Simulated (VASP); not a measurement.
# Mg (Im-3m) in VASP: notebook

The runs below take Mg through single point, with LDA.

Everything below comes from runs of VASP 6.6.1. Logs are shortened: lines on timing, memory, paths and dates and some standing lists are left out, and cuts for length are marked.

## 1. The cell of the first run

The structure is cubic, space group Im-3m (No. 229). Conventional cell: a = 3.546 Å, b = 3.546 Å, c = 3.546 Å, α = 90.00°, β = 90.00°, γ = 90.00°. Within 4.0 Å of Mg (site symmetry m-3m) lie 14 Mg at 3.07 to 3.55 Å.

## 2. Single point, LDA

Input file INCAR:

```
  ALGO = Fast
  EDIFF = 1E-6
  ENCUT = 520
  GGA = CA
  ISIF = 2
  ISMEAR = 0
  LASPH = True
  LCHARG = False
  LREAL = False
  LWAVE = False
  NBANDS = 7
  NELM = 100
  PREC = Accurate
  SIGMA = 0.1
```

Input file KPOINTS:

```
k-points
0
Gamma
  8 8 8
```

Input file POSCAR:

```
Mg
1.0
   -1.7727644967      1.7727644967      1.7727644967
    1.7727644967     -1.7727644967      1.7727644967
    1.7727644967      1.7727644967     -1.7727644967
Mg
1
Direct
    0.0000000000      0.0000000000      0.0000000000
```

Potentials or basis: VASP PAW LDA potentials, release 64 (Mg).

On the command line:

```sh
> cat potpaw_LDA.64/Mg/POTCAR > POTCAR
> mpirun -np 1 vasp_std > vasp.out
```

OUTCAR:

```text
EDIFF = 1E-6
   ENCUT = 520
   GGA = CA
   ISIF = 2
   ISMEAR = 0
   LASPH = True
   LREAL = False
   NELM = 100
   PREC = Accurate

 ion  position               nearest neighbor table
   1  0.000  0.000  0.000-

  LATTYP: Found a body centered cubic cell.
 ALAT       =     3.5455289934

  Lattice vectors:

 A1 = (  -1.7727644967,   1.7727644967,   1.7727644967)
 A2 = (   1.7727644967,  -1.7727644967,   1.7727644967)
 A3 = (   1.7727644967,   1.7727644967,  -1.7727644967)

Analysis of symmetry for initial positions (statically):
=====================================================================
 Subroutine PRICEL returns:
 Original cell was already a primitive cell.

 Routine SETGRP: Setting up the symmetry group for a
 body centered cubic supercell.

 Subroutine GETGRP returns: Found 48 space group operations
 (whereof 48 operations were pure point group operations)
 out of a pool of 48 trial point group operations.

The static configuration has the point symmetry O_h .

Analysis of symmetry for dynamics (positions and initial velocities):
=====================================================================
 Subroutine PRICEL returns:
 Original cell was already a primitive cell.

 Routine SETGRP: Setting up the symmetry group for a
 body centered cubic supercell.

 Subroutine GETGRP returns: Found 48 space group operations
 (whereof 48 operations were pure point group operations)
 out of a pool of 48 trial point group operations.

The dynamic configuration has the point symmetry O_h .

 Subroutine INISYM returns: Found 48 space group operations
 (whereof 48 operations are pure point group operations),
 and found     1 'primitive' translations

----------------------------------------------------------------------------------------

                                     Primitive cell

  volume of cell :      22.2850

  direct lattice vectors                    reciprocal lattice vectors
    -1.772764497  1.772764497  1.772764497     0.000000000  0.282045360  0.282045360
     1.772764497 -1.772764497  1.772764497     0.282045360  0.000000000  0.282045360
     1.772764497  1.772764497 -1.772764497     0.282045360  0.282045360  0.000000000

  length of vectors
     3.070518178  3.070518178  3.070518178     0.398872373  0.398872373  0.398872373

  position of ions in fractional coordinates (direct lattice)
     0.000000000  0.000000000  0.000000000

  ion indices of the primitive-cell ions
   primitive index   ion index
                 1           1

----------------------------------------------------------------------------------------

 KPOINTS: k-points

Automatic generation of k-mesh.
 Grid dimensions read from file:
 generate k-points for:    8    8    8

 Generating k-lattice:

  Cartesian coordinates                     Fractional coordinates (reciprocal lattice)
     0.000000000  0.035255670  0.035255670     0.125000000  0.000000000  0.000000000
     0.035255670  0.000000000  0.035255670     0.000000000  0.125000000  0.000000000
     0.035255670  0.035255670  0.000000000     0.000000000  0.000000000  0.125000000

  Length of vectors
     0.049859047  0.049859047  0.049859047

  Shift w.r.t. Gamma in fractional coordinates (k-lattice)
     0.000000000  0.000000000  0.000000000

 Subroutine IBZKPT returns following result:
 ===========================================

 Found     29 irreducible k-points:

 Following reciprocal coordinates:
            Coordinates               Weight
  0.000000  0.000000  0.000000      1.000000
  0.125000  0.000000  0.000000     12.000000
  0.250000  0.000000  0.000000     12.000000
  0.375000  0.000000  0.000000     12.000000
  0.500000  0.000000  0.000000      6.000000
  0.125000  0.125000  0.000000     24.000000
[... 16 lines left out ...]
 -0.250000  0.250000  0.250000      6.000000
 -0.375000  0.375000  0.250000     24.000000
 [... further k-points ...]
   k-points           NKPTS =     29   k-points in BZ     NKDIM =     29   number of bands    NBANDS=      7
   number of dos      NEDOS =    301   number of ions     NIONS =      1
   total plane-waves  NPLWV =  13824
   dimension x,y,z NGX =    24 NGY =   24 NGZ =   24
   dimension x,y,z NGXF=    48 NGYF=   48 NGZF=   48
   ions per type =               1
   NGX,Y,Z   is equivalent  to a cutoff of  12.99, 12.99, 12.99 a.u.
   NGXF,Y,Z  is equivalent  to a cutoff of  25.99, 25.99, 25.99 a.u.
 SYSTEM =  unknown system
   PREC   = accura    normal or accurate (medium, high low for compatibility)
   ISTART =      0    job   : 0-new  1-cont  2-samecut
   ICHARG =      2    charge: 1-file 2-atom 10-const
   ISPIN  =      1    spin polarized calculation?
   LNONCOLLINEAR =      F non collinear calculations
   LSORBIT =      F    spin-orbit coupling
   LASPH  =      T    aspherical Exc in radial PAW
   ENCUT  =  520.0 eV  38.22 Ry    6.18 a.u.   5.71  5.71  5.71*2*pi/ulx,y,z
   NELM   =    100;   NELMIN=  2; NELMDL= -5     # of ELM steps
   EDIFF  = 0.1E-05   stopping-criterion for ELM
   LREAL  =      F    real-space projection
   EDIFFG = 0.1E-04   stopping-criterion for IOM
   NSW    =      0    number of steps for IOM
   IBRION =     -1    ionic relax: 0-MD 1-quasi-New 2-CG
   NFREE  =      0    steps in history (QN), initial steepest desc. (CG)
   ISIF   =      2    stress and relaxation
   ISYM   =      2    0-nonsym 1-usesym 2-fastsym
   POTIM  = 0.5000    time-step for ionic-motion
   TEBEG  =    0.0;   TEEND  =   0.0 temperature during run
   PSTRESS=    0.0 pullay stress
   NELECT =       2.0000    total number of electrons
   NUPDOWN=      -1.0000    fix difference up-down
   EMIN   =  10.00;   EMAX   =-10.00  energy-range for DOS
   EFERMI =   0.00;   METHOD = LEGACY
   ISMEAR =     0;   SIGMA  =   0.10  broadening in eV -4-tet -1-fermi 0-gaus
   EFERMI_NEDOS =   21; number of points for ismear=-14 and -15
   IALGO  =     68    algorithm
   IMIX   =      4    mixing-type and parameters
     AMIX     =   0.40;   BMIX     =  1.00
     AMIX_MAG =   1.60;   BMIX_MAG =  1.00
  volume/ion in A,a.u.               =      22.29       150.39
  Fermi-wavevector in a.u.,A,eV,Ry     =   0.732960  1.385094  7.309469  0.537231
  Thomas-Fermi vector in A             =   1.825552
   LORBIT       =      0    0 simple, 1 ext, 2 COOP (PROOUT), +10 PAW based schemes
   GGA     = CA    functional components
   LHFCALC =     F    Hartree Fock is set to
   AEXX    =    0.0000 exact exchange contribution
   IVDW    =     0    specifies the selected vdW correction
   LEPSILON=     F    determine dielectric tensor
   LRPA    =     F    only Hartree local field effects (RPA)
 non-spin polarized calculation
 RMM-DIIS sequential band-by-band and
 Gauss-broadening in eV      SIGMA  =   0.10
  energy-cutoff  :      520.00
  volume of cell :       22.29
 maximum number of plane-waves:       611
   NGX = 11   NGY = 11   NGZ = 11

 number of electron       2.0000000 magnetization

 Free energy of the ion-electron system (eV)
  ---------------------------------------------------
  ext. energy  EPLUGINS =         0.00000000
  ---------------------------------------------------
  free energy    TOTEN  =        -1.77001088 eV

  energy without entropy =       -1.76749810  energy(sigma->0) =       -1.76875449

 E-fermi :   2.5243     XC(G=0):  -8.7805

 val. band max:        2.5066952393   @ k =   0.5000   0.5000   0.2500
 cond. band min:       2.7388515215   @ k =   0.3750   0.2500   0.0000
 fundamental gap:      0.2321562822
 Fermi energy:         2.5242974349

 k-point     1 :       0.0000    0.0000    0.0000
  band No.  band energies     occupation
      1      -4.4201      2.00000
      2      15.7662      0.00000
      3      15.7662      0.00000
      4      15.7662      0.00000
      5      17.8608      0.00000
      6      17.8888      0.00000
      7      17.8891      0.00000

 k-point     2 :       0.1250    0.0000    0.0000
  band No.  band energies     occupation
      1      -4.0460      2.00000
      2      12.5872      0.00000
      3      14.4305      0.00000
      4      14.5191      0.00000
      5      15.8965      0.00000
      6      16.5855      0.00000
      7      18.3640      0.00000

 k-point     3 :       0.2500    0.0000    0.0000
  band No.  band energies     occupation
      1      -2.9326      2.00000
      2       8.3414      0.00000
      3      12.7811      0.00000
      4      13.1643      0.00000
      5      14.2975      0.00000
      6      15.4750      0.00000
      7      19.4946      0.00000

 k-point     4 :       0.3750    0.0000    0.0000
  band No.  band energies     occupation
      1      -1.1069      2.00000
      2       4.5926      0.00000
      3      11.7282      0.00000
      4      12.3326      0.00000
      5      13.3314      0.00000
      6      14.6068      0.00000
      7      20.8183      0.00000

 k-point     5 :       0.5000    0.0000    0.0000
  band No.  band energies     occupation
      1       1.1424      2.00000
      2       1.7004      2.00000
      3      11.3720      0.00000
      4      12.0552      0.00000
      5      13.0096      0.00000
      6      14.2877      0.00000
      7      21.9276      0.00000
[... 161 lines left out ...]
 k-point    22 :       0.2500    0.2500    0.2500
  band No.  band energies     occupation
      1       3.8636      0.00000
      2       3.8636      0.00000
      3       3.8636      0.00000
      4       5.6826      0.00000
      5      23.1057      0.00000
      6      23.1057      0.00000
      7      24.3620      0.00000

 k-point    23 :      -0.2500    0.2500    0.2500
  band No.  band energies     occupation
      1      -1.4680      2.00000
      2       9.1001      0.00000
      3       9.1001      0.00000
      4       9.6875      0.00000
      5      11.8333      0.00000
      6      18.6729      0.00000
      7      19.8078      0.00000

 k-point    24 :      -0.3750    0.3750    0.2500
  band No.  band energies     occupation
      1       0.3284      2.00000
      2       5.9096      0.00000
      3       8.1365      0.00000
      4       9.4826      0.00000
      5      12.0300      0.00000
      6      16.9746      0.00000
      7      18.5538      0.00000

 [... further k-points ...]
[... 5 lines left out ...]
  --------------------------------------------------------------------------------------
  -------------------------------------------------------------------------------------
  Total       -0.2306972     -0.2306972     -0.2306972      0.0000000     -0.0000000      0.0000000
  in kB      -16.5859314    -16.5859314    -16.5859314      0.0000000     -0.0000000      0.0000000
  external PRESSURE =     -16.5859314 kB  Pullay stress =       0.0000000 kB

 VOLUME and BASIS-vectors are now :
 -----------------------------------------------------------------------------
  energy-cutoff  :      520.00
  volume of cell :       22.29
      direct lattice vectors                 reciprocal lattice vectors
    -1.772764497  1.772764497  1.772764497     0.000000000  0.282045360  0.282045360
     1.772764497 -1.772764497  1.772764497     0.282045360  0.000000000  0.282045360
     1.772764497  1.772764497 -1.772764497     0.282045360  0.282045360  0.000000000

 POSITION                                       TOTAL-FORCE (eV/Angst)
 -----------------------------------------------------------------------------------
      0.00000      0.00000      0.00000         0.000000     -0.000000     -0.000000
 -----------------------------------------------------------------------------------
    total drift:                                0.000000      0.000000      0.000000

  FREE ENERGIE OF THE ION-ELECTRON SYSTEM (eV)
  ---------------------------------------------------
  free  energy   TOTEN  =        -1.7700108828 eV

  energy  without entropy=       -1.7674981026  energy(sigma->0) =       -1.76875449
```

It took 3.7 s on 1 thread of Intel Xeon 6975P-C, shared host; peak memory 0.12 GiB.

What came out:

```
Free energy            : -1.7700 eV
Pressure               : -1.7 GPa
Band gap on the k mesh : zero (band 1 reaches 6.54 eV, above the bottom of band 2 at 1.70 eV)
```

Levels at points of the mesh, in eV from the Fermi level:
| k point | band 1 | band 2 | band 3 | band 4 |
| --- | --- | --- | --- | --- |
| (0.00, 0.00, 0.00) | -6.94 | 13.24 | 13.24 | 13.24 |
| (0.50, 0.00, 0.00) | -1.38 | -0.82 | 8.85 | 9.53 |
| (0.50, 0.50, 0.50) | 4.02 | 4.02 | 4.02 | 4.20 |

## 3. Single point, LDA

This run uses another cell than the first one, of 13.22 Å³/atom, 0.593 times its volume.

Input file INCAR:

```
ALGO = Normal ; EDIFF = 1E-6
ENCUT = 520 ; GGA = CA
ISIF = 2 ; ISMEAR = 0
LASPH = T ; LCHARG = F
LREAL = F ; LWAVE = F
NBANDS = 7 ; NELM = 100
PREC = Accurate ; SIGMA = 0.1
```

Input file KPOINTS:

```
k-points
0
Gamma
  16 16 16
```

Input file POSCAR:

```
Mg
1.0
   -1.4894179232      1.4894179232      1.4894179232
    1.4894179232     -1.4894179232      1.4894179232
    1.4894179232      1.4894179232     -1.4894179232
Mg
1
Direct
    0.0000000000      0.0000000000      0.0000000000
```

Potentials or basis: VASP PAW LDA potentials, release 64 (Mg).

On the command line:

```sh
> cat potpaw_LDA.64/Mg/POTCAR > POTCAR
> mpirun -np 1 vasp_std > vasp.out
```

It took 10 s on 1 thread of Intel Xeon 6975P-C, shared host; peak memory 0.12 GiB.

It converged, with:

- Free energy: -0.9217 eV
- Pressure: 50.3 GPa
- Band gap on the k mesh: zero (band 1 reaches 10.12 eV, above the bottom of band 2 at 5.22 eV)

Levels at points of the mesh, in eV from the Fermi level:
```
           k point  band 1  band 2  band 3  band 4
(0.00, 0.00, 0.00)   -9.65   17.06   17.06   17.06
(0.50, 0.00, 0.00)   -2.26   -0.92   10.71   14.43
(0.50, 0.50, 0.50)    3.98    3.98    5.98    5.98
```

## 4. Single point, LDA

This run uses another cell than the first one, of 10.94 Å³/atom, 0.491 times its volume.

Input file INCAR:

```
SYSTEM = Mg
PREC = Accurate
ENCUT = 520
EDIFF = 1E-6
ISMEAR = 0
SIGMA = 0.1
LREAL = .FALSE.
LASPH = .TRUE.
NELM = 80
ALGO = Normal
ISIF = 2
LWAVE = .FALSE.
LCHARG = .TRUE.
LELF = .TRUE.
LVHAR = .TRUE.
NBANDS = 7
```

Input file KPOINTS:

```
regular mesh
0
G
  20 20 20
  0 0 0
```

Input file POSCAR:

```
Mg
1.0
   -1.3983970695      1.3983970695      1.3983970695
    1.3983970695     -1.3983970695      1.3983970695
    1.3983970695      1.3983970695     -1.3983970695
Mg
1
Direct
    0.0000000000      0.0000000000      0.0000000000
```

On the command line:

```sh
> cat potpaw_LDA.64/Mg/POTCAR > POTCAR
> mpirun -np 1 vasp_std > vasp.out
```

It took 14 s on 1 thread of Intel Xeon 6975P-C, shared host; peak memory 0.13 GiB.

The run converged. Its results:

| Item | Value |
| --- | --- |
| Free energy | 0.1142 eV |
| Pressure | 101.7 GPa |
| Band gap on the k mesh | zero (band 1 reaches 11.62 eV, above the bottom of band 2 at 6.88 eV) |

Levels at points of the mesh, in eV from the Fermi level:
| k point | band 1 | band 2 | band 3 | band 4 |
| --- | --- | --- | --- | --- |
| (0.00, 0.00, 0.00) | -10.74 | 18.68 | 18.68 | 18.68 |
| (0.50, 0.00, 0.00) | -2.50 | -1.00 | 11.42 | 16.14 |
| (0.50, 0.50, 0.50) | 3.74 | 3.74 | 7.03 | 7.03 |

## 5. Overview

```tsv
cell	k mesh	gap on the mesh (eV)	pressure (GPa)
a = 3.071 Å, angles 109.5°, 1 atom	8 × 8 × 8	none	-1.7
a = 2.580 Å, angles 109.5°, 1 atom	16 × 16 × 16	none	50.3
a = 2.422 Å, angles 109.5°, 1 atom	20 × 20 × 20	none	101.7
```

Alike in all rows: task single point; level LDA; potentials or basis VASP PAW LDA potentials, release 64 (Mg); no spin polarisation; cutoff (eV) 520; smearing gaussian 0.1 eV.

Total energies depend on the potentials used, so only differences within one code and one set of settings carry meaning.
